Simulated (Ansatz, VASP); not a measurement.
Two plane-wave programs on Ni

```
Ni
1.0
     0.00000    1.75946    1.75946
     1.75946    0.00000    1.75946
     1.75946    1.75946    0.00000
Ni
1
Direct
  0.50000 0.50000 0.50000
```

Alike in both runs: functional PBE; k mesh 26 × 26 × 26; occupations gaussian, width 0.1 eV; collinear spin.

Ansatz relaxed the structure, and its values are those at the end. VASP's run is a single point on that final structure, the one shown.

```csv
,VASP,Ansatz
version,VASP 6.6.1,Ansatz 0.2.0
potentials or method,"VASP PAW PBE potentials, release 64 (Ni), cutoff 520 eV","scalar-relativistic, plane waves, PAW"
valence electrons in the cell,10,18
```

Ansatz gave:

| Property | Result |
| --- | --- |
| gap on the k mesh at the Fermi level (eV) | none |
| pressure (GPa) | 0.0 |
| net moment per atom (μB) | 0.64 |
| size of the moment on the site where the two differ most (μB) | 0.68 |

Question: Estimate VASP's values.

Answer: gap on the k mesh at the Fermi level (eV): none; pressure (GPa): -0.2; net moment per atom (μB): 0.63; size of the moment on the site where the two differ most (μB): 0.64.

Site moments also hang on the region over which each program counts them. A gap of «none» marks a metal or a gap that the smearing closes. With one functional, cell and mesh, what is left measures potentials, basis and numerics. VASP's potentials hold 10 valence electrons a cell and Ansatz's 18, so a difference there can come from the potentials and not from the codes.
